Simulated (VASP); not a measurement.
# GaP (F-43m) in VASP: notebook, part 2 of 2

VASP 6.6.1. Earlier steps stand in the parts before.

## Step 3: Relaxation of cell and atoms, LDA

This run uses another cell than the first one, of 20.25 Å³/atom, 1.034 times its volume.

Input file INCAR:

```
ALGO     = Normal         # electronic algorithm
EDIFF    = 1E-7           # SCF threshold, eV
EDIFFG   = -0.005         # ionic threshold
ENCUT    = 600            # plane-wave cutoff, eV
IBRION   = 2              # ionic algorithm
ISIF     = 3              # what is computed and relaxed
ISMEAR   = 0              # smearing method
LASPH    = T              # aspherical terms in the spheres
LCHARG   = F              # write CHGCAR
LREAL    = F              # projectors in reciprocal space
LWAVE    = F              # write WAVECAR
NELM     = 60             # most SCF steps
NSW      = 100            # ionic steps
PREC     = Accurate       # precision mode
SIGMA    = 0.02           # smearing width, eV
```

Input file KPOINTS:

```
k-points
0
Gamma
  8 8 8
```

Input file POSCAR:

```
GaP
1.0
    0.0000000000      2.7258124900      2.7258124900
    2.7258124900      0.0000000000      2.7258124900
    2.7258124900      2.7258124900      0.0000000000
Ga P
1 1
Direct
    0.0000000000      0.0000000000      0.0000000000
    0.7500000000      0.7500000000      0.7500000000
```

Potentials or basis: VASP PAW LDA potentials, release 64 (Ga_d, P).

Launch:

```bash
$ cat potpaw_LDA.64/Ga_d/POTCAR potpaw_LDA.64/P/POTCAR > POTCAR
$ mpirun -np 1 vasp_std > vasp.out
```

OUTCAR:

```text
EDIFF = 1E-7
   EDIFFG = -0.005
   ENCUT = 600
   IBRION = 2
   ISIF = 3
   ISMEAR = 0
   LASPH = T
   LREAL = F
   NELM = 60
   NSW = 100
   PREC = Accurate

 ion  position               nearest neighbor table
   1  0.000  0.000  0.000-   2 2.36   2 2.36   2 2.36   2 2.36
   2  0.750  0.750  0.750-   1 2.36   1 2.36   1 2.36   1 2.36

  LATTYP: Found a face centered cubic cell.
 ALAT       =     5.4516249800

  Lattice vectors:

 A1 = (   0.0000000000,   2.7258124900,   2.7258124900)
 A2 = (   2.7258124900,   0.0000000000,   2.7258124900)
 A3 = (   2.7258124900,   2.7258124900,   0.0000000000)

Analysis of symmetry for initial positions (statically):
=====================================================================
 Subroutine PRICEL returns:
 Original cell was already a primitive cell.

 Routine SETGRP: Setting up the symmetry group for a
 face centered cubic supercell.

 Subroutine GETGRP returns: Found 24 space group operations
 (whereof 24 operations were pure point group operations)
 out of a pool of 48 trial point group operations.

The static configuration has the point symmetry T_d .

Analysis of symmetry for dynamics (positions and initial velocities):
=====================================================================
 Subroutine PRICEL returns:
 Original cell was already a primitive cell.

 Routine SETGRP: Setting up the symmetry group for a
 face centered cubic supercell.

 Subroutine GETGRP returns: Found 24 space group operations
 (whereof 24 operations were pure point group operations)
 out of a pool of 48 trial point group operations.

The dynamic configuration has the point symmetry T_d .

 Subroutine INISYM returns: Found 24 space group operations
 (whereof 24 operations are pure point group operations),
 and found     1 'primitive' translations

----------------------------------------------------------------------------------------

                                     Primitive cell

  volume of cell :      40.5059

[... 126 lines left out ...]

--------------------------------------- Ionic step        1  -------------------------------------------

 number of electron      18.0000003 magnetization

 Free energy of the ion-electron system (eV)
  ---------------------------------------------------
  ext. energy  EPLUGINS =         0.00000000
  ---------------------------------------------------
  free energy    TOTEN  =       -10.43986680 eV

  energy without entropy =      -10.43986680  energy(sigma->0) =      -10.43986680

------------------------ aborting loop because EDIFF is reached ----------------------------------------

  FORCE on cell =-STRESS in cart. coord.  units (eV):
  Direction    XX          YY          ZZ          XY          YZ          ZX
  --------------------------------------------------------------------------------------
  -------------------------------------------------------------------------------------
  Total       -0.6834754     -0.6834754     -0.6834754     -0.0000000      0.0000000     -0.0000000
  in kB      -27.0343271    -27.0343271    -27.0343271     -0.0000000      0.0000000     -0.0000000
  external PRESSURE =     -27.0343271 kB  Pullay stress =       0.0000000 kB
[... 59 lines left out ...]
--------------------------------------- Ionic step        3  -------------------------------------------

 number of electron      18.0000007 magnetization

 Free energy of the ion-electron system (eV)
  ---------------------------------------------------
  ext. energy  EPLUGINS =         0.00000000
  ---------------------------------------------------
  free energy    TOTEN  =       -10.45109358 eV

  energy without entropy =      -10.45109358  energy(sigma->0) =      -10.45109358

 E-fermi :   4.9216     XC(G=0): -10.3060

 val. band max:        4.8373452670   @ k =   0.0000   0.0000   0.0000
 cond. band min:       6.2691005004   @ k =   0.5000   0.5000   0.0000
 fundamental gap:      1.4317552334
 Fermi energy:         4.9216389165

 k-point     1 :       0.0000    0.0000    0.0000
  band No.  band energies     occupation
      1      -9.9272      2.00000
      2      -9.9272      2.00000
      3      -9.9272      2.00000
      4      -9.8191      2.00000
      5      -9.8191      2.00000
      6      -7.9149      2.00000
      7       4.8373      2.00000
      8       4.8373      2.00000
      9       4.8373      2.00000
     10       6.7383      0.00000
     11       8.6209      0.00000
     12       8.6209      0.00000
     13       8.6209      0.00000
[... 354 lines left out ...]
  band No.  band energies     occupation
      1     -10.0188      2.00000
      2      -9.8940      2.00000
      3      -9.8803      2.00000
      4      -9.8252      2.00000
      5      -9.8112      2.00000
      6      -5.2947      2.00000
      7      -1.8121      2.00000
      8       1.4777      2.00000
      9       2.7897      2.00000
     10       8.2720      0.00000
     11       8.9894      0.00000
     12      11.2983      0.00000
     13      12.7364      0.00000

 [... further k-points ...]
[... 5 lines left out ...]
  --------------------------------------------------------------------------------------
  -------------------------------------------------------------------------------------
  Total       -0.0018963     -0.0018963     -0.0018963      0.0000000     -0.0000000     -0.0000000
  in kB       -0.0774721     -0.0774721     -0.0774721      0.0000000     -0.0000000     -0.0000000
  external PRESSURE =      -0.0774721 kB  Pullay stress =       0.0000000 kB
[... 17 lines left out ...]
  FREE ENERGIE OF THE ION-ELECTRON SYSTEM (eV)
  ---------------------------------------------------
  free  energy   TOTEN  =       -10.4510935821 eV

  energy  without entropy=      -10.4510935821  energy(sigma->0) =      -10.45109358

 reached required accuracy - stopping structural energy minimisation
```

CONTCAR:

```text
GaP
   1.00000000000000
     0.0000000000000000    2.6965924381697208    2.6965924381697208
     2.6965924381697208   -0.0000000000000000    2.6965924381697208
     2.6965924381697208    2.6965924381697208    0.0000000000000000
  Ga              P
     1     1
Direct
     0.0000000000000000    0.0000000000000000    0.0000000000000000
     0.7500000000000000    0.7500000000000000    0.7500000000000000

  0.00000000E+00  0.00000000E+00  0.00000000E+00
  0.00000000E+00  0.00000000E+00  0.00000000E+00
```

Run time: 53 s. Hardware: 1 thread of Intel Xeon 6975P-C, shared host; peak memory 0.17 GiB.

What came out:

```
Free energy                            : -10.4511 eV
Relaxed volume                         : 19.61 Å³/atom
Relaxed cell                           : a = 3.814 Å, b = 3.814 Å, c = 3.814 Å, α = 60.00°, β = 60.00°, γ = 60.00°
Space group after relaxing (to 0.05 Å) : F-43m (No. 216)
Energy gained by relaxing              : 5.6 meV/atom
Ionic steps                            : 3
Pressure after relaxing                : 0.0 GPa
Band gap on the k mesh                 : 1.43 eV, indirect (least direct gap 1.90 eV)
```

The path:
| step | energy change (eV) | largest force (eV/Å) | pressure (GPa) | volume (Å³) |
| --- | --- | --- | --- | --- |
| 1 | 0.0000 | 0.0000 | -2.70 | 40.51 |
| 2 | -0.0078 | 0.0000 | 1.64 | 38.54 |
| 3 | -0.0112 | 0.0000 | -0.01 | 39.22 |

Final structure:
```xyz
2
Lattice="0.0000 2.6966 2.6966 2.6966 0.0000 2.6966 2.6966 2.6966 0.0000" Properties=species:S:1:pos:R:3 pbc="T T T"
Ga    0.0000    0.0000    0.0000
P     4.0449    4.0449    4.0449
```
